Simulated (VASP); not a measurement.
# GaN (R3m) in VASP: a series of runs

The runs below take GaN through single point, with r2SCAN.

Program: VASP 6.6.1. These are calculated values, not measurements. Logs are shortened: lines on timing, memory, paths and dates and some standing lists are left out, and cuts for length are marked.

**1. The cell of the first run**

It takes space group R3m (No. 160, trigonal). Conventional cell: a = 3.117 Å, b = 3.117 Å, c = 7.860 Å, α = 90.00°, β = 90.00°, γ = 120.00°. Ga (site symmetry 3m) has 4 N at 1.92 to 1.94 Å within 2.6 Å. N (site symmetry 3m) has 4 Ga at 1.92 to 1.94 Å within 2.6 Å.

**2. Single point, r2SCAN (epitaxial 111 strain -2.0%)**

File POSCAR:

```
GaN
1.0
    0.0433454747      2.2473189650      2.2473189650
    2.2473189650      0.0433454747      2.2473189650
    2.2473189650      2.2473189650      0.0433454747
Ga N
1 1
Direct
    0.0015142730      0.0015142730      0.0015142730
    0.2484857270      0.2484857270      0.2484857270
```

File INCAR.step1:

```
SYSTEM = GaN
PREC = Accurate
ENCUT = 520
ISMEAR = 0
SIGMA = 0.01
LREAL = .FALSE.
LASPH = .TRUE.
NELM = 100
NBANDS = 16
GGA = PE
ALGO = Normal
EDIFF = 1E-4
LWAVE = .TRUE.
LCHARG = .FALSE.
```

File INCAR.step2:

```
SYSTEM = GaN
PREC = Accurate
ENCUT = 520
EDIFF = 1E-6
ISMEAR = 0
SIGMA = 0.01
LREAL = .FALSE.
LASPH = .TRUE.
NELM = 100
ALGO = Normal
ISIF = 2
LWAVE = .FALSE.
LCHARG = .FALSE.
METAGGA = R2SCAN
LMIXTAU = .TRUE.
NBANDS = 16
ISTART = 1
```

File KPOINTS:

```
Automatic mesh
0
G
  10 10 10
  0 0 0
```

Potentials or basis: VASP PAW PBE potentials, release 64 (Ga_d, N).

Launch:

```bash
> cat potpaw_PBE.64/Ga_d/POTCAR potpaw_PBE.64/N/POTCAR > POTCAR
> cp INCAR.step1 INCAR
> mpirun -np 1 vasp_std > vasp.out
> cp INCAR.step2 INCAR
> mpirun -np 1 vasp_std > vasp.out
```

OUTCAR:

```text
SYSTEM = GaN
   PREC = Accurate
   ENCUT = 520
   EDIFF = 1E-6
   ISMEAR = 0
   LREAL = .FALSE.
   LASPH = .TRUE.
   NELM = 100
   ISIF = 2
   METAGGA = R2SCAN
   ISTART = 1

 ion  position               nearest neighbor table
   1  0.002  0.002  0.002-   2 1.92   2 1.92   2 1.92   2 1.94
   2  0.248  0.248  0.248-   1 1.92   1 1.92   1 1.92   1 1.94

  LATTYP: Found a trigonal (rhomboedric) cell.
 ALAT       =     3.1784845274
 COS(alpha) =     0.5191910651

  Lattice vectors:

 A1 = (   0.0433454747,   2.2473189650,   2.2473189650)
 A2 = (   2.2473189650,   0.0433454747,   2.2473189650)
 A3 = (   2.2473189650,   2.2473189650,   0.0433454747)

Analysis of symmetry for initial positions (statically):
=====================================================================
 Subroutine PRICEL returns:
 Original cell was already a primitive cell.

 Routine SETGRP: Setting up the symmetry group for a
 trigonal (rhombohedral) supercell.

 Subroutine GETGRP returns: Found  6 space group operations
 (whereof  6 operations were pure point group operations)
 out of a pool of 12 trial point group operations.

The static configuration has the point symmetry C_3v.

Analysis of symmetry for dynamics (positions and initial velocities):
=====================================================================
 Subroutine PRICEL returns:
 Original cell was already a primitive cell.

 Routine SETGRP: Setting up the symmetry group for a
 trigonal (rhombohedral) supercell.

 Subroutine GETGRP returns: Found  6 space group operations
 (whereof  6 operations were pure point group operations)
 out of a pool of 12 trial point group operations.

The dynamic configuration has the point symmetry C_3v.

 Subroutine INISYM returns: Found  6 space group operations
 (whereof  6 operations are pure point group operations),
 and found     1 'primitive' translations

----------------------------------------------------------------------------------------

                                     Primitive cell

  volume of cell :      22.0433

  direct lattice vectors                    reciprocal lattice vectors
     0.043345475  2.247318965  2.247318965    -0.229029911  0.224696055  0.224696055
     2.247318965  0.043345475  2.247318965     0.224696055 -0.229029911  0.224696055
     2.247318965  2.247318965  0.043345475     0.224696055  0.224696055 -0.229029911

  length of vectors
     3.178484527  3.178484527  3.178484527     0.391703120  0.391703120  0.391703120

  position of ions in fractional coordinates (direct lattice)
     0.001514273  0.001514273  0.001514273
     0.248485727  0.248485727  0.248485727

  ion indices of the primitive-cell ions
   primitive index   ion index
                 1           1
                 2           2

----------------------------------------------------------------------------------------

 KPOINTS: Automatic mesh

Automatic generation of k-mesh.
 Grid dimensions read from file:
 generate k-points for:   10   10   10

 Generating k-lattice:

  Cartesian coordinates                     Fractional coordinates (reciprocal lattice)
    -0.022902991  0.022469605  0.022469605     0.100000000  0.000000000  0.000000000
     0.022469605 -0.022902991  0.022469605     0.000000000  0.100000000  0.000000000
     0.022469605  0.022469605 -0.022902991     0.000000000  0.000000000  0.100000000

  Length of vectors
     0.039170312  0.039170312  0.039170312

  Shift w.r.t. Gamma in fractional coordinates (k-lattice)
     0.000000000  0.000000000  0.000000000

 Subroutine IBZKPT returns following result:
 ===========================================

 Found    116 irreducible k-points:

 Following reciprocal coordinates:
            Coordinates               Weight
  0.000000  0.000000  0.000000      1.000000
  0.100000 -0.000000 -0.000000      6.000000
  0.200000 -0.000000 -0.000000      6.000000
  0.300000  0.000000 -0.000000      6.000000
  0.400000  0.000000  0.000000      6.000000
  0.500000  0.000000 -0.000000      3.000000
[... 16 lines left out ...]
  0.300000  0.300000  0.000000      6.000000
  0.400000  0.300000 -0.000000     12.000000
 [... further k-points ...]
   k-points           NKPTS =    116   k-points in BZ     NKDIM =    116   number of bands    NBANDS=     16
   number of dos      NEDOS =    301   number of ions     NIONS =      2
   total plane-waves  NPLWV =  13824
   dimension x,y,z NGX =    24 NGY =   24 NGZ =   24
   dimension x,y,z NGXF=    48 NGYF=   48 NGZF=   48
   ions per type =               1   1
   NGX,Y,Z   is equivalent  to a cutoff of  12.55, 12.55, 12.55 a.u.
   NGXF,Y,Z  is equivalent  to a cutoff of  25.11, 25.11, 25.11 a.u.
 SYSTEM =  GaN
   PREC   = accura    normal or accurate (medium, high low for compatibility)
   ISTART =      1    job   : 0-new  1-cont  2-samecut
   ICHARG =      0    charge: 1-file 2-atom 10-const
   ISPIN  =      1    spin polarized calculation?
   LNONCOLLINEAR =      F non collinear calculations
   LSORBIT =      F    spin-orbit coupling
   LASPH  =      T    aspherical Exc in radial PAW
   ENCUT  =  520.0 eV  38.22 Ry    6.18 a.u.   5.91  5.91  5.91*2*pi/ulx,y,z
   NELM   =    100;   NELMIN=  2; NELMDL=  0     # of ELM steps
   EDIFF  = 0.1E-05   stopping-criterion for ELM
   LREAL  =      F    real-space projection
   EDIFFG = 0.1E-04   stopping-criterion for IOM
   NSW    =      0    number of steps for IOM
   IBRION =     -1    ionic relax: 0-MD 1-quasi-New 2-CG
   NFREE  =      0    steps in history (QN), initial steepest desc. (CG)
   ISIF   =      2    stress and relaxation
   ISYM   =      2    0-nonsym 1-usesym 2-fastsym
   POTIM  = 0.5000    time-step for ionic-motion
   TEBEG  =    0.0;   TEEND  =   0.0 temperature during run
   PSTRESS=    0.0 pullay stress
   NELECT =      18.0000    total number of electrons
   NUPDOWN=      -1.0000    fix difference up-down
   EMIN   =  10.00;   EMAX   =-10.00  energy-range for DOS
   EFERMI =   0.00;   METHOD = LEGACY
   ISMEAR =     0;   SIGMA  =   0.01  broadening in eV -4-tet -1-fermi 0-gaus
   EFERMI_NEDOS =   21; number of points for ismear=-14 and -15
   IALGO  =     38    algorithm
   IMIX   =      4    mixing-type and parameters
     AMIX     =   0.40;   BMIX     =  1.00
     AMIX_MAG =   1.60;   BMIX_MAG =  1.00
  volume/ion in A,a.u.               =      11.02        74.38
  Fermi-wavevector in a.u.,A,eV,Ry     =   1.530173  2.891607 31.857069  2.341429
  Thomas-Fermi vector in A             =   2.637692
   LORBIT       =      0    0 simple, 1 ext, 2 COOP (PROOUT), +10 PAW based schemes
   METAGGA = R2SCAN    functional components
   LHFCALC =     F    Hartree Fock is set to
   AEXX    =    0.0000 exact exchange contribution
   IVDW    =     0    specifies the selected vdW correction
   LEPSILON=     F    determine dielectric tensor
   LRPA    =     F    only Hartree local field effects (RPA)
 non-spin polarized calculation
 Gauss-broadening in eV      SIGMA  =   0.01
  energy-cutoff  :      520.00
  volume of cell :       22.04
 maximum number of plane-waves:       604
   NGX = 11   NGY = 11   NGZ = 11

 number of electron      18.0000007 magnetization

 Free energy of the ion-electron system (eV)
  ---------------------------------------------------
  ext. energy  EPLUGINS =         0.00000000
  ---------------------------------------------------
  free energy    TOTEN  =       -21.86353516 eV

  energy without entropy =      -21.86353516  energy(sigma->0) =      -21.86353516

 E-fermi :   5.6620     XC(G=0): -12.8578

 val. band max:        5.5065749677   @ k =   0.0000   0.0000   0.0000
 cond. band min:       7.7774341769   @ k =   0.0000   0.0000   0.0000
 fundamental gap:      2.2708592092
 Fermi energy:         5.6620307325

 k-point     1 :       0.0000    0.0000    0.0000
  band No.  band energies     occupation
      1     -11.6268      2.00000
      2      -8.4411      2.00000
      3      -8.4312      2.00000
      4      -8.4312      2.00000
      5      -8.0412      2.00000
      6      -8.0412      2.00000
[... 8 lines left out ...]
     15      25.3729      0.00000
     16      25.5661      0.00000

 k-point     2 :       0.1000   -0.0000   -0.0000
  band No.  band energies     occupation
      1     -11.5061      2.00000
      2      -8.4240      2.00000
      3      -8.4145      2.00000
      4      -8.3938      2.00000
      5      -8.0433      2.00000
      6      -8.0425      2.00000
[... 8 lines left out ...]
     15      24.1273      0.00000
     16      24.1870      0.00000

 k-point     3 :       0.2000   -0.0000   -0.0000
  band No.  band energies     occupation
      1     -11.1942      2.00000
      2      -8.3855      2.00000
      3      -8.3755      2.00000
      4      -8.2358      2.00000
      5      -8.0435      2.00000
      6      -8.0408      2.00000
[... 8 lines left out ...]
     15      22.9922      0.00000
     16      23.4391      0.00000

 k-point     4 :       0.3000    0.0000   -0.0000
  band No.  band energies     occupation
      1     -10.8384      2.00000
      2      -8.3501      2.00000
      3      -8.3396      2.00000
      4      -8.0323      2.00000
      5      -8.0249      2.00000
      6      -7.8490      2.00000
[... 8 lines left out ...]
     15      23.4115      0.00000
     16      24.1846      0.00000
[... 324 lines left out ...]
 k-point    22 :      -0.2000    0.2000    0.0000
  band No.  band energies     occupation
      1     -10.7242      2.00000
      2      -8.3211      2.00000
      3      -8.3122      2.00000
      4      -8.0758      2.00000
      5      -8.0620      2.00000
      6      -7.6574      2.00000
[... 8 lines left out ...]
     15      24.2666      0.00000
     16      27.4095      0.00000

 k-point    23 :       0.3000    0.3000    0.0000
  band No.  band energies     occupation
      1     -10.6295      2.00000
      2      -8.2555      2.00000
      3      -8.2163      2.00000
      4      -8.2100      2.00000
      5      -7.9839      2.00000
      6      -7.6789      2.00000
[... 8 lines left out ...]
     15      28.6300      0.00000
     16      29.5355      0.00000

 k-point    24 :       0.4000    0.3000   -0.0000
  band No.  band energies     occupation
      1     -10.4628      2.00000
      2      -8.2717      2.00000
      3      -8.1741      2.00000
      4      -8.1671      2.00000
      5      -7.9730      2.00000
      6      -7.2472      2.00000
[... 8 lines left out ...]
     15      29.0398      0.00000
     16      29.4534      0.00000

 [... further k-points ...]
[... 5 lines left out ...]
  --------------------------------------------------------------------------------------
  -------------------------------------------------------------------------------------
  Total        1.0910883      1.0910883      1.0910883     -0.4569976     -0.4569976     -0.4569976
  in kB       79.3039562     79.3039562     79.3039562    -33.2161179    -33.2161179    -33.2161179
  external PRESSURE =      79.3039562 kB  Pullay stress =       0.0000000 kB

 VOLUME and BASIS-vectors are now :
 -----------------------------------------------------------------------------
  energy-cutoff  :      520.00
  volume of cell :       22.04
      direct lattice vectors                 reciprocal lattice vectors
     0.043345475  2.247318965  2.247318965    -0.229029911  0.224696055  0.224696055
     2.247318965  0.043345475  2.247318965     0.224696055 -0.229029911  0.224696055
     2.247318965  2.247318965  0.043345475     0.224696055  0.224696055 -0.229029911

 POSITION                                       TOTAL-FORCE (eV/Angst)
 -----------------------------------------------------------------------------------
      0.00687      0.00687      0.00687         0.003395      0.003395      0.003395
      1.12762      1.12762      1.12762        -0.003395     -0.003395     -0.003395
 -----------------------------------------------------------------------------------
    total drift:                               -0.006706     -0.006706     -0.006706

  FREE ENERGIE OF THE ION-ELECTRON SYSTEM (eV)
  ---------------------------------------------------
  free  energy   TOTEN  =       -21.8635351610 eV

  energy  without entropy=      -21.8635351610  energy(sigma->0) =      -21.86353516
```

Run time: 2.9 min. Hardware: 1 thread of AMD EPYC 7R13 (Zen 3), shared host; peak memory 0.14 GiB.

What came out:

```
Free energy            : -21.8635 eV
Pressure               : 7.9 GPa
Largest force          : 0.006 eV/Å
Band gap on the k mesh : 2.27 eV, direct
```

Forces on the atoms (eV/Å):
```
Ga   0.003  0.003  0.003
N   -0.003 -0.003 -0.003
```

Caveat: the cell differs from its parent crystal (epitaxial 111 strain -2.0%); the PAW data sets were made with another functional, which shifts forces and pressure a little.

**3. Single point, r2SCAN (epitaxial 111 strain -1.0%)**

File POSCAR:

```
GaN
1.0
    0.0215465101      2.2480095258      2.2480095258
    2.2480095258      0.0215465101      2.2480095258
    2.2480095258      2.2480095258      0.0215465101
Ga N
1 1
Direct
    0.0007339372      0.0007339372      0.0007339372
    0.2492660628      0.2492660628      0.2492660628
```

File INCAR.step1:

```
  PREC = Accurate
  ENCUT = 520
  ISMEAR = 0
  SIGMA = 0.01
  LREAL = False
  LASPH = True
  NELM = 60
  NBANDS = 16
  GGA = PE
  ALGO = Normal
  EDIFF = 1E-4
  LWAVE = True
  LCHARG = False
```

File INCAR.step2:

```
  PREC = Accurate
  ENCUT = 520
  EDIFF = 1E-6
  ISMEAR = 0
  SIGMA = 0.01
  LREAL = False
  LASPH = True
  NELM = 60
  ALGO = Normal
  ISIF = 2
  LWAVE = False
  LCHARG = False
  METAGGA = R2SCAN
  LMIXTAU = True
  NBANDS = 16
  ISTART = 1
```

File KPOINTS:

```
Automatic mesh
0
Gamma
  10 10 10
```

Potentials or basis: VASP PAW PBE potentials, release 64 (Ga_d, N).

Launch:

```bash
> cat potpaw_PBE.64/Ga_d/POTCAR potpaw_PBE.64/N/POTCAR > POTCAR
> cp INCAR.step1 INCAR
> mpirun -np 1 vasp_std > vasp.out
> cp INCAR.step2 INCAR
> mpirun -np 1 vasp_std > vasp.out
```

It took 2.7 min on 1 thread of AMD EPYC 7R13 (Zen 3), shared host; peak memory 0.14 GiB.

It converged, with:

| Item | Value |
| --- | --- |
| Free energy | -21.8869 eV |
| Pressure | 4.5 GPa |
| Band gap on the k mesh | 2.22 eV, direct |

Forces on the atoms (eV/Å):
```
Ga   0.001  0.001  0.001
N   -0.001 -0.001 -0.001
```

Stress tensor (GPa, compression positive):
```
 4.48 -1.60 -1.60
-1.60  4.48 -1.60
-1.60 -1.60  4.48
```

Levels at points of the mesh, in eV from the valence-band top:
```tsv
k point	band 5	band 6	band 7	band 8	band 9	band 10	band 11	band 12	band 13	band 14
(0.00, 0.00, 0.00)	-13.51	-13.51	-0.10	0.00	0.00	2.22	10.90	11.23	11.23	18.81
(0.50, 0.00, 0.00)	-13.46	-12.36	-7.32	-1.12	-1.04	5.24	9.53	11.00	11.07	16.64
(0.50, 0.50, 0.00)	-13.42	-12.00	-6.34	-2.96	-2.82	3.74	7.35	12.71	15.13	15.19
(0.50, 0.50, 0.50)	-13.46	-12.43	-7.40	-0.99	-0.99	5.43	9.47	11.25	11.25	16.76
```

Caveat: the cell differs from its parent crystal (epitaxial 111 strain -1.0%); the PAW data sets were made with another functional, which shifts forces and pressure a little.

(Part 1 of 2 ends here.)
